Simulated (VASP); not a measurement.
Input of a VASP 6.6.1 run:

File INCAR:

```
PREC = Accurate
ENCUT = 600
EDIFF = 1E-6
ISMEAR = 0
SIGMA = 0.01
LREAL = False
LASPH = True
NELM = 120
ALGO = Normal
ISIF = 2
LWAVE = False
LCHARG = False
GGA = PE
NBANDS = 27
GGA_COMPAT = False
```

File KPOINTS:

```
Automatic mesh
0
Gamma
  10 10 10
```

File POSCAR:

```
Cu3N
1.0
    3.6676311026      0.0000000000      0.0000000000
    0.0000000000      3.6676311026      0.0000000000
    0.0000000000      0.0000000000      3.6676311026
Cu N
3 1
Direct
    0.5000000000      0.0000000000      0.0000000000
    0.0000000000      0.5000000000      0.0000000000
    0.0000000000      0.0000000000      0.5000000000
    0.0000000000      0.0000000000      0.0000000000
```

Potentials or basis: VASP PAW PBE potentials, release 64 (Cu, N).

The run is started by

```sh
$ cat potpaw_PBE.64/Cu/POTCAR potpaw_PBE.64/N/POTCAR > POTCAR
$ mpirun -np 1 vasp_std > vasp.out
```

(1) What does it give for the band gap on the k mesh?

(2) What does it give for the pressure?

## Answers

(1) zero (band 19 reaches 6.29 eV, above the bottom of band 20 at 6.10 eV).

(2) 20.9 GPa.
